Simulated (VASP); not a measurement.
Input of a VASP 6.6.1 run:

INCAR

```
  PREC = Accurate
  ENCUT = 500
  EDIFF = 1E-6
  ISMEAR = 0
  SIGMA = 0.15
  LREAL = False
  LASPH = True
  NELM = 120
  ALGO = Normal
  ISIF = 2
  LWAVE = False
  LCHARG = True
  GGA = PS
  LELF = True
  LVHAR = True
  NBANDS = 12
  GGA_COMPAT = False
```

File KPOINTS:

```
Automatic mesh
0
Gamma
  20 20 20
```

The input POSCAR:

```
Nb
1.0
    0.0000000000      2.1150000000      2.1150000000
    1.9563750000      0.0000000000      2.1150000000
    1.9563750000      2.1150000000      0.0000000000
Nb
1
Direct
    0.0000000000      0.0000000000      0.0000000000
```

Potentials or basis: VASP PAW PBE potentials, release 64 (Nb_sv).

Command:

```bash
$ cat potpaw_PBE.64/Nb_sv/POTCAR > POTCAR
$ mpirun -np 1 vasp_std > vasp.out
```

Question: Estimate the band gap on the k mesh.

Answer: Zero (an odd number of electrons rules out a gap without spin polarisation).

Question: Predict the pressure.

Answer: 5.0 GPa.

Stress tensor (GPa, compression positive):
```
-8.44  0.00  0.00
 0.00 11.75  0.00
 0.00  0.00 11.75
```

Caveat: the cell differs from its parent crystal (strain -0.0750 x Voigt [1, 0, 0, 0, 0, 0]); the cell stands under pressure; the PAW data sets were made with another functional, which shifts forces and pressure a little.
